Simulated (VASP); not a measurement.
# CdS: single point with r2SCAN

The system is CdS.

```
Cd S
1.0
     0.00000    2.97763    2.97763
     2.97763    0.00000    2.97763
     2.97763    2.97763    0.00000
Cd S
1 1
Direct
  0.00000 0.00000 0.00000
  0.75000 0.75000 0.75000
```

This cell differs from its parent crystal: volume scaled by 1.04.

| Quantity | Value |
| --- | --- |
| Program | VASP 6.6.1 |
| Task | single point |
| Functional | r2SCAN |
| Potentials or basis | VASP PAW PBE potentials, release 64 (Cd, S) |
| Cutoff | 520 eV |
| k mesh | 8 × 8 × 8 |
| Occupations | gaussian, width 0.05 eV |
| Spin | no spin polarisation |

```
Pressure               : -1.9 GPa
Band gap on the k mesh : 1.45 eV, direct
```

Levels at points of the mesh, in eV from the valence-band top:
| k point | band 5 | band 6 | band 7 | band 8 | band 9 | band 10 | band 11 | band 12 | band 13 | band 14 |
| --- | --- | --- | --- | --- | --- | --- | --- | --- | --- | --- |
| (0.00, 0.00, 0.00) | -7.34 | -7.34 | 0.00 | 0.00 | 0.00 | 1.45 | 7.08 | 7.08 | 7.08 | 11.58 |
| (0.50, 0.00, 0.00) | -7.31 | -7.00 | -4.09 | -0.68 | -0.68 | 3.37 | 7.47 | 7.47 | 7.69 | 11.34 |
| (0.50, 0.50, 0.00) | -7.26 | -6.94 | -3.70 | -1.71 | -1.71 | 3.93 | 4.67 | 9.50 | 11.16 | 11.16 |

It took 51 s on 1 thread of Intel(R) Xeon(R) Platinum 8559C (Emerald Rapids), with other jobs on the host, peak memory 0.19 GiB.

Caveat: the PAW data sets were made with another functional, which shifts forces and pressure a little.
